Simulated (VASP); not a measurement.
# Si16O (a cell with a defect) in VASP: a series of runs

Runs on Si16O (a cell with a defect). Level: PBEsol. Tasks: single point.

Program: VASP 6.6.1. These are calculated values, not measurements. Logs are shortened: lines on timing, memory, paths and dates and some standing lists are left out, and cuts for length are marked.

## 1. The cell of the first run

The cell holds a defect, 17 atoms: a = 7.679 Å, b = 7.679 Å, c = 7.679 Å, α = 60.00°, β = 60.00°, γ = 60.00°.

## 2. Single point, PBEsol, collinear spin, ferromagnetic start

INCAR

```
  ALGO = Normal
  EDIFF = 1E-6
  ENCUT = 520
  GGA = PS
  ISIF = 2
  ISMEAR = -1
  ISPIN = 2
  LASPH = T
  LCHARG = T
  LELF = T
  LORBIT = 11
  LREAL = Auto
  LVHAR = T
  LWAVE = F
  MAGMOM = 0 0 0 0 0 0 0 0 0 0 0 0 0 0 0 0 1
  NBANDS = 53
  NELM = 150
  PREC = Accurate
  SIGMA = 0.05
```

KPOINTS

```
k-points
0
Gamma
  2 2 2
```

POSCAR

```
Si16O
1.0
    0.0000000000      5.4300000000      5.4300000000
    5.4300000000      0.0000000000      5.4300000000
    5.4300000000      5.4300000000      0.0000000000
Si O
16 1
Direct
    0.0739410681      0.0861325967     -0.0646408840
    0.1808931860      0.1019613260      0.1382965009
    0.0210497238     -0.0834622468      0.5149539595
    0.2003775322      0.1123480663      0.5748526703
    0.0023941068      0.5039963168      0.0647329650
    0.1006813996      0.7259484346      0.1504604052
    0.0588397790      0.5057090239      0.4822836096
    0.1528084715      0.5321823204      0.6957918969
    0.5422007366      0.0667127072     -0.0002854512
    0.6762891344      0.1979281768      0.1004696133
    0.6189779006     -0.0026979742      0.4786648250
    0.6760497238      0.1650368324      0.6090699816
    0.5217587477      0.5492357274     -0.0667127072
    0.5702394107      0.6990976059      0.1416758748
    0.5293001842      0.4956353591      0.4911970534
    0.6651933702      0.6170349908      0.5975690608
    0.8768139963      0.7343278085      1.1661325967
```

Potentials or basis: VASP PAW PBE potentials, release 64 (Si, O).

Started as:

```
> cat potpaw_PBE.64/Si/POTCAR potpaw_PBE.64/O/POTCAR > POTCAR
> mpirun -np 1 vasp_std > vasp.out
```

OUTCAR:

```text
EDIFF = 1E-6
   ENCUT = 520
   GGA = PS
   ISIF = 2
   ISMEAR = -1
   ISPIN = 2
   LASPH = T
   LORBIT = 11
   LREAL = Auto
   NELM = 150
   PREC = Accurate

 ion  position               nearest neighbor table
   1  0.074  0.086  0.935-   2 2.16   4 2.37   6 2.37  10 2.50
   2  0.181  0.102  0.138-   1 2.16   9 2.34   3 2.45   5 2.55  14 3.04
   3  0.021  0.917  0.515-  12 2.36   2 2.45   8 2.45   4 2.79  11 2.96   7 3.15
   4  0.200  0.112  0.575-   1 2.37   7 2.48  11 2.66   3 2.79
   5  0.002  0.504  0.065-  17 1.89   8 2.40   2 2.55   6 2.61  14 2.75
   6  0.101  0.726  0.150-  17 1.63   7 2.21   1 2.37   5 2.61  13 2.75
   7  0.059  0.506  0.482-   6 2.21   8 2.22  16 2.48   4 2.48   3 3.15
   8  0.153  0.532  0.696-   7 2.22   5 2.40   3 2.45  15 2.45
   9  0.542  0.067  1.000-  10 2.30   2 2.34  14 2.40  12 2.46
  10  0.676  0.198  0.100-  13 2.28   9 2.30  11 2.43   1 2.50
  11  0.619  0.997  0.479-  12 2.27  10 2.43  16 2.47   4 2.66   3 2.96
  12  0.676  0.165  0.609-  15 2.10  11 2.27   3 2.36   9 2.46
  13  0.522  0.549  0.933-  16 2.13  10 2.28  14 2.62   6 2.75
  14  0.570  0.699  0.142-  15 2.28   9 2.40  13 2.62   5 2.75   2 3.04
  15  0.529  0.496  0.491-  12 2.10  14 2.28  16 2.28   8 2.45
  16  0.665  0.617  0.598-  13 2.13  15 2.28  11 2.47   7 2.48
  17  0.877  0.734  0.166-   6 1.63   5 1.89

  LATTYP: Found a face centered cubic cell.
 ALAT       =    10.8600000000

  Lattice vectors:

 A1 = (   0.0000000000,   5.4300000000,   5.4300000000)
 A2 = (   5.4300000000,   0.0000000000,   5.4300000000)
 A3 = (   5.4300000000,   5.4300000000,   0.0000000000)

Analysis of symmetry for initial positions (statically):
=====================================================================
 Subroutine PRICEL returns:
 Original cell was already a primitive cell.

 Routine SETGRP: Setting up the symmetry group for a
 face centered cubic supercell.

 Subroutine GETGRP returns: Found  1 space group operations
 (whereof  1 operations were pure point group operations)
 out of a pool of 48 trial point group operations.

The static configuration has the point symmetry C_1 .

Analysis of symmetry for dynamics (positions and initial velocities):
=====================================================================
 Subroutine PRICEL returns:
 Original cell was already a primitive cell.

 Routine SETGRP: Setting up the symmetry group for a
 face centered cubic supercell.

 Subroutine GETGRP returns: Found  1 space group operations
 (whereof  1 operations were pure point group operations)
 out of a pool of 48 trial point group operations.

The dynamic configuration has the point symmetry C_1 .

Analysis of structural, dynamic, and magnetic symmetry:
=====================================================================
 Subroutine PRICEL returns:
 Original cell was already a primitive cell.

 Routine SETGRP: Setting up the symmetry group for a
 face centered cubic supercell.

 Subroutine GETGRP returns: Found  1 space group operations
 (whereof  1 operations were pure point group operations)
 out of a pool of 48 trial point group operations.

The overall configuration has the point symmetry C_1 .

 Subroutine INISYM returns: Found  1 space group operations
 (whereof  1 operations are pure point group operations),
 and found     1 'primitive' translations

----------------------------------------------------------------------------------------

                                     Primitive cell

  volume of cell :     320.2060

  direct lattice vectors                    reciprocal lattice vectors
     0.000000000  5.430000000  5.430000000    -0.092081031  0.092081031  0.092081031
     5.430000000  0.000000000  5.430000000     0.092081031 -0.092081031  0.092081031
     5.430000000  5.430000000  0.000000000     0.092081031  0.092081031 -0.092081031

  length of vectors
     7.679179644  7.679179644  7.679179644     0.159489025  0.159489025  0.159489025

  position of ions in fractional coordinates (direct lattice)
     0.073941068  0.086132597  0.935359116
     0.180893186  0.101961326  0.138296501
     0.021049724  0.916537753  0.514953959
     0.200377532  0.112348066  0.574852670
     0.002394107  0.503996317  0.064732965
     0.100681400  0.725948435  0.150460405
[... 9 lines left out ...]
     0.665193370  0.617034991  0.597569061
     0.876813996  0.734327808  0.166132597

  ion indices of the primitive-cell ions
   primitive index   ion index
                 1           1
                 2           2
                 3           3
                 4           4
                 5           5
                 6           6
[... 9 lines left out ...]
                16          16
                17          17

----------------------------------------------------------------------------------------

 KPOINTS: k-points

Automatic generation of k-mesh.
 Grid dimensions read from file:
 generate k-points for:    2    2    2

 Generating k-lattice:

  Cartesian coordinates                     Fractional coordinates (reciprocal lattice)
    -0.046040516  0.046040516  0.046040516     0.500000000  0.000000000  0.000000000
     0.046040516 -0.046040516  0.046040516     0.000000000  0.500000000  0.000000000
     0.046040516  0.046040516 -0.046040516     0.000000000  0.000000000  0.500000000

  Length of vectors
     0.079744512  0.079744512  0.079744512

  Shift w.r.t. Gamma in fractional coordinates (k-lattice)
     0.000000000  0.000000000  0.000000000

 Subroutine IBZKPT returns following result:
 ===========================================

 Found      8 irreducible k-points:

 Following reciprocal coordinates:
            Coordinates               Weight
  0.000000  0.000000  0.000000      1.000000
  0.500000  0.000000  0.000000      1.000000
  0.000000  0.500000  0.000000      1.000000
  0.000000  0.000000  0.500000      1.000000
  0.500000  0.500000  0.500000      1.000000
  0.500000  0.500000  0.000000      1.000000
  0.000000  0.500000  0.500000      1.000000
  0.500000  0.000000  0.500000      1.000000
   k-points           NKPTS =      8   k-points in BZ     NKDIM =      8   number of bands    NBANDS=     53
   number of dos      NEDOS =    301   number of ions     NIONS =     17
   total plane-waves  NPLWV = 216000
   dimension x,y,z NGX =    60 NGY =   60 NGZ =   60
   dimension x,y,z NGXF=   120 NGYF=  120 NGZF=  120
   ions per type =              16   1
   NGX,Y,Z   is equivalent  to a cutoff of  12.99, 12.99, 12.99 a.u.
   NGXF,Y,Z  is equivalent  to a cutoff of  25.98, 25.98, 25.98 a.u.
 SYSTEM =  unknown system
   PREC   = accura    normal or accurate (medium, high low for compatibility)
   ISTART =      0    job   : 0-new  1-cont  2-samecut
   ICHARG =      2    charge: 1-file 2-atom 10-const
   ISPIN  =      2    spin polarized calculation?
   LNONCOLLINEAR =      F non collinear calculations
   LSORBIT =      F    spin-orbit coupling
   LASPH  =      T    aspherical Exc in radial PAW
   ENCUT  =  520.0 eV  38.22 Ry    6.18 a.u.  14.28 14.28 14.28*2*pi/ulx,y,z
   NELM   =    150;   NELMIN=  2; NELMDL= -5     # of ELM steps
   EDIFF  = 0.1E-05   stopping-criterion for ELM
   LREAL  =      T    real-space projection
   EDIFFG = 0.1E-04   stopping-criterion for IOM
   NSW    =      0    number of steps for IOM
   IBRION =     -1    ionic relax: 0-MD 1-quasi-New 2-CG
   NFREE  =      0    steps in history (QN), initial steepest desc. (CG)
   ISIF   =      2    stress and relaxation
   ISYM   =      2    0-nonsym 1-usesym 2-fastsym
   POTIM  = 0.5000    time-step for ionic-motion
   TEBEG  =    0.0;   TEEND  =   0.0 temperature during run
   PSTRESS=    0.0 pullay stress
   NELECT =      70.0000    total number of electrons
   NUPDOWN=      -1.0000    fix difference up-down
   EMIN   =  10.00;   EMAX   =-10.00  energy-range for DOS
   EFERMI =   0.00;   METHOD = LEGACY
   ISMEAR =    -1;   SIGMA  =   0.05  broadening in eV -4-tet -1-fermi 0-gaus
   EFERMI_NEDOS =   21; number of points for ismear=-14 and -15
   IALGO  =     38    algorithm
   IMIX   =      4    mixing-type and parameters
     AMIX     =   0.40;   BMIX     =  1.00
     AMIX_MAG =   1.60;   BMIX_MAG =  1.00
  volume/ion in A,a.u.               =      18.84       127.11
  Fermi-wavevector in a.u.,A,eV,Ry     =   0.986199  1.863645 13.232857  0.972588
  Thomas-Fermi vector in A             =   2.117562
   LORBIT       =     11    0 simple, 1 ext, 2 COOP (PROOUT), +10 PAW based schemes
   GGA     = PS    functional components
   LHFCALC =     F    Hartree Fock is set to
   AEXX    =    0.0000 exact exchange contribution
   IVDW    =     0    specifies the selected vdW correction
   LEPSILON=     F    determine dielectric tensor
   LRPA    =     F    only Hartree local field effects (RPA)
 spin polarized calculation
  energy-cutoff  :      520.00
  volume of cell :      320.21
 maximum number of plane-waves:      8646
 NGX is ok and might be reduce to    60
   NGX = 29   NGY = 29   NGZ = 29

 number of electron      69.9999998 magnetization       0.0000309

 number of electron      69.9999998 magnetization      -0.0000044

 Free energy of the ion-electron system (eV)
  ---------------------------------------------------
  ext. energy  EPLUGINS =         0.00000000
  ---------------------------------------------------
  free energy    TOTEN  =       -92.08055982 eV

  energy without entropy =      -92.06026495  energy(sigma->0) =      -92.07041238

 E-fermi :   6.1264     XC(G=0):  -9.7681

 val. band max:        6.0343727550   @ k =   0.0000   0.0000   0.0000
 cond. band min:       6.1938146975   @ k =   0.0000   0.0000   0.5000
 fundamental gap:      0.1594419425
 Fermi energy:         6.1264337232

 spin component 1

 k-point     1 :       0.0000    0.0000    0.0000
  band No.  band energies     occupation
      1     -14.5027      1.00000
      2      -5.9951      1.00000
      3      -4.2544      1.00000
      4      -3.9642      1.00000
      5      -3.7893      1.00000
      6      -3.4079      1.00000
[... 39 lines left out ...]
     46       8.1020      0.00000
     47       8.4578      0.00000
[... 308 lines left out ...]
      6      -3.6451      1.00000
[... 39 lines left out ...]
     46       9.5962      0.00000
     47       9.9098      0.00000
 Fermi energy:         6.1264337232

 spin component 2

 k-point     1 :       0.0000    0.0000    0.0000
  band No.  band energies     occupation
      1     -14.5027      1.00000
      2      -5.9951      1.00000
      3      -4.2544      1.00000
      4      -3.9643      1.00000
      5      -3.7893      1.00000
      6      -3.4079      1.00000
[... 39 lines left out ...]
     46       8.1020      0.00000
     47       8.4578      0.00000
[... 308 lines left out ...]
      6      -3.6451      1.00000
[... 39 lines left out ...]
     46       9.5962      0.00000
     47       9.9098      0.00000
 [bands above 47 left out]

------------------------ aborting loop because EDIFF is reached ----------------------------------------

  FORCE on cell =-STRESS in cart. coord.  units (eV):
  Direction    XX          YY          ZZ          XY          YZ          ZX
  --------------------------------------------------------------------------------------
  -------------------------------------------------------------------------------------
  Total       -2.0189787      8.3400092     -0.5568670      7.9668263     -4.1679802      2.8974611
  in kB      -10.1021271     41.7299272     -2.7863303     39.8626757    -20.8548342     14.4976868
  external PRESSURE =       9.6138232 kB  Pullay stress =       0.0000000 kB

 VOLUME and BASIS-vectors are now :
 -----------------------------------------------------------------------------
  energy-cutoff  :      520.00
  volume of cell :      320.21
      direct lattice vectors                 reciprocal lattice vectors
     0.000000000  5.430000000  5.430000000    -0.092081031  0.092081031  0.092081031
     5.430000000  0.000000000  5.430000000     0.092081031 -0.092081031  0.092081031
     5.430000000  5.430000000  0.000000000     0.092081031  0.092081031 -0.092081031

 POSITION                                       TOTAL-FORCE (eV/Angst)
 -----------------------------------------------------------------------------------
      5.54670      5.48050      0.86920        -0.610083     -1.932765     -0.907579
      1.30460      1.73320      1.53590         2.066429      1.509512      0.623263
      7.77300      2.91050      5.09110         0.404104      0.525670      1.688575
      3.73150      4.20950      1.69810        -0.273388     -0.094295      0.520816
      3.08820      0.36450      2.74970         0.777104     -0.894627     -0.888098
      4.75890      1.36370      4.48860        -1.156342      0.664446      2.904480
[... 9 lines left out ...]
      6.59530      6.85680      6.96250        -0.978190     -0.565569      2.882032
      4.88950      5.66320      8.74850        -2.210081     -1.131248     -1.201766
 -----------------------------------------------------------------------------------
    total drift:                                0.003039      0.003522     -0.000435

  FREE ENERGIE OF THE ION-ELECTRON SYSTEM (eV)
  ---------------------------------------------------
  free  energy   TOTEN  =       -92.0805598244 eV

  energy  without entropy=      -92.0602649453  energy(sigma->0) =      -92.07041238

 total charge

# of ion       s       p       d       tot
------------------------------------------
    1        0.767   0.943   0.000   1.710
    2        0.770   0.885   0.000   1.655
    3        0.781   0.812   0.000   1.593
    4        0.792   0.787   0.000   1.579
    5        0.786   0.738   0.000   1.524
    6        0.761   0.903   0.000   1.664
[... 9 lines left out ...]
   16        0.766   0.943   0.000   1.709
   17        1.593   3.470   0.000   5.063
--------------------------------------------------
tot         13.950  17.650   0.000  31.600

 magnetization (x)

# of ion       s       p       d       tot
------------------------------------------
    1        0.000   0.000   0.000   0.000
    2        0.000   0.000   0.000   0.000
    3        0.000  -0.000   0.000   0.000
    4        0.000   0.000   0.000   0.000
    5       -0.000  -0.000   0.000  -0.000
    6       -0.000  -0.000   0.000  -0.000
[... 9 lines left out ...]
   16        0.000  -0.000   0.000  -0.000
   17        0.000   0.000   0.000   0.000
--------------------------------------------------
tot          0.000   0.000   0.000   0.000
```

Wall time 4.5 min (1 thread of Intel Xeon 6975P-C (Granite Rapids), shared host); peak memory 0.71 GiB.

What came out:

```
Free energy                                           : -92.0806 eV
Pressure                                              : 1.0 GPa
Largest force                                         : 4.524 eV/Å
Band gap on the k mesh                                : zero (filled and empty bands overlap)
Net moment                                            : 0.00 μB per cell
Valence electrons inside the program's atomic spheres : Si 1.71, 1.66, 1.59, 1.58, 1.52, 1.70, 1.67, 1.63, 1.74, 1.61, 1.75; O 5.06
```

Forces in eV/Å, atoms in the order of the input:
```
Si  -0.610 -1.933 -0.908
Si   2.066  1.510  0.623
Si   0.404  0.526  1.689
Si  -0.273 -0.094  0.521
Si   0.777 -0.895 -0.888
Si  -1.156  0.664  2.904
Si  -0.494  0.746 -2.470
Si   1.212  0.665  1.303
Si  -1.049 -0.526 -0.406
Si  -0.390  1.303  0.024
Si  -0.379 -1.607 -1.256
Si  -1.034  3.212 -2.208
Si   3.976  1.432 -1.613
Si  -2.045 -0.992  0.338
Si   2.181 -2.314  0.667
Si  -0.978 -0.566  2.882
O   -2.210 -1.131 -1.202
```

Caveat: the k points lie up to 0.50 Å⁻¹ apart; the PAW data sets were made with another functional, which shifts forces and pressure a little.

## 3. Single point, PBEsol, collinear spin, ferromagnetic start

INCAR

```
SYSTEM = Si16O
PREC = Accurate
ENCUT = 520
EDIFF = 1E-6
ISMEAR = -1
SIGMA = 0.05
LREAL = Auto
LASPH = .True.
NELM = 150
ALGO = Normal
ISIF = 2
LWAVE = .False.
LCHARG = .False.
ISPIN = 2
MAGMOM = 0 0 0 0 0 0 0 0 0 0 0 0 0 0 0 0 1
LORBIT = 11
GGA = PS
NBANDS = 53
```

KPOINTS

```
Automatic mesh
0
Gamma
  2 2 2
  0 0 0
```

POSCAR

```
Si16O
1.0
    0.0000000000      5.4300000000      5.4300000000
    5.4300000000      0.0000000000      5.4300000000
    5.4300000000      5.4300000000      0.0000000000
Si O
16 1
Direct
    0.0917034991      0.1472651934     -0.1259023941
    0.2279834254      0.1699355433      0.0748342541
    0.0476979742     -0.0334806630      0.4857458564
    0.1811970534      0.1135359116      0.5308471455
    0.0004051565      0.5643462247      0.0499263352
    0.2717403315      0.6945027624      0.1288858195
    0.1080202578      0.4674861878      0.4752209945
    0.0888213628      0.6182688766      0.6880294659
    0.5846961326     -0.0297790055     -0.1026703499
    0.7650000000      0.0644843462      0.0697145488
    0.5341620626     -0.0402762431      0.4800920810
    0.6825966851      0.1306261510      0.5139594843
    0.5896132597      0.4399815838     -0.0163720074
    0.6789042357      0.6047790055      0.0628453039
    0.5230570902      0.4829281768      0.4640883978
    0.6675046041      0.5951841621      0.5823480663
    1.0375966851      0.6854972376      1.1354788214
```

Potentials or basis: VASP PAW PBE potentials, release 64 (Si, O).

Started as:

```
> cat potpaw_PBE.64/Si/POTCAR potpaw_PBE.64/O/POTCAR > POTCAR
> mpirun -np 1 vasp_std > vasp.out
```

Run time: 4.6 min. Hardware: 1 thread of Intel Xeon 6975P-C (Granite Rapids), shared host; peak memory 0.7 GiB.

Results (log left out):

* Free energy: -91.7231 eV
* Pressure: 0.5 GPa
* Largest force: 4.334 eV/Å
* Band gap on the k mesh: zero (filled and empty bands overlap)
* Net moment: 0.00 μB per cell
* Valence electrons inside the program's atomic spheres: Si 1.61, 1.58, 1.72, 1.73, 1.68, 1.56, 1.59, 1.65, 1.60, 1.57, 1.70, 1.71, 1.63, 1.62; O 5.14

Forces on the atoms (eV/Å):
```
Si  -0.267  0.097 -0.820
Si   0.657  0.385 -0.603
Si  -2.136 -2.956 -1.205
Si   2.535  1.702  2.505
Si  -3.791 -0.404 -2.061
Si   0.313 -0.418 -0.260
Si   1.018 -0.728 -0.684
Si  -1.002  0.910  0.441
Si   1.367  0.593  1.156
Si   0.180 -0.948 -0.963
Si  -1.533 -0.240  1.174
Si   0.189  1.229 -0.630
Si  -2.416 -2.039 -1.256
Si   2.346  1.559  1.100
Si   1.072 -1.263  0.428
Si  -0.090  1.863 -0.089
O    1.558  0.658  1.768
```

Stress tensor (GPa, compression positive):
```
0.66 0.63 5.56
0.63 0.31 1.82
5.56 1.82 0.51
```

Levels at points of the mesh, in eV from the Fermi level:
Spin up:
```
           k point  band 32  band 33  band 34  band 35  band 36  band 37  band 38  band 39
(0.00, 0.00, 0.00)    -0.73    -0.46    -0.39    -0.18     0.02     0.40     0.44     0.67
(0.50, 0.00, 0.00)    -1.23    -0.87    -0.54    -0.09     0.34     0.48     0.56     1.01
(0.00, 0.50, 0.00)    -1.22    -0.66    -0.31    -0.22     0.47     0.77     0.84     1.05
(0.00, 0.00, 0.50)    -1.31    -1.17    -0.42    -0.06     0.29     0.34     0.87     1.11
(0.50, 0.50, 0.50)    -1.03    -0.69    -0.54    -0.40    -0.20     0.35     0.82     1.01
(0.50, 0.50, 0.00)    -1.20    -1.01    -0.80    -0.65     0.42     0.78     1.27     1.52
(0.00, 0.50, 0.50)    -1.29    -0.93    -0.53     0.26     0.51     0.93     0.99     1.14
(0.50, 0.00, 0.50)    -1.21    -0.94    -0.62    -0.50     0.21     0.97     1.24     1.45
```
Spin down:
| k point | band 33 | band 34 | band 35 | band 36 | band 37 | band 38 |
| --- | --- | --- | --- | --- | --- | --- |
| (0.00, 0.00, 0.00) | -0.46 | -0.39 | -0.18 | 0.02 | 0.40 | 0.44 |
| (0.50, 0.00, 0.00) | -0.87 | -0.54 | -0.09 | 0.34 | 0.48 | 0.56 |
| (0.00, 0.50, 0.00) | -0.66 | -0.31 | -0.22 | 0.47 | 0.77 | 0.84 |
| (0.00, 0.00, 0.50) | -1.17 | -0.42 | -0.06 | 0.29 | 0.34 | 0.87 |
| (0.50, 0.50, 0.50) | -0.69 | -0.54 | -0.40 | -0.20 | 0.35 | 0.82 |
| (0.50, 0.50, 0.00) | -1.01 | -0.80 | -0.65 | 0.42 | 0.78 | 1.27 |
| (0.00, 0.50, 0.50) | -0.93 | -0.53 | 0.26 | 0.51 | 0.93 | 0.99 |
| (0.50, 0.00, 0.50) | -0.94 | -0.62 | -0.50 | 0.21 | 0.97 | 1.24 |

Caveat: the k points lie up to 0.50 Å⁻¹ apart; the PAW data sets were made with another functional, which shifts forces and pressure a little.
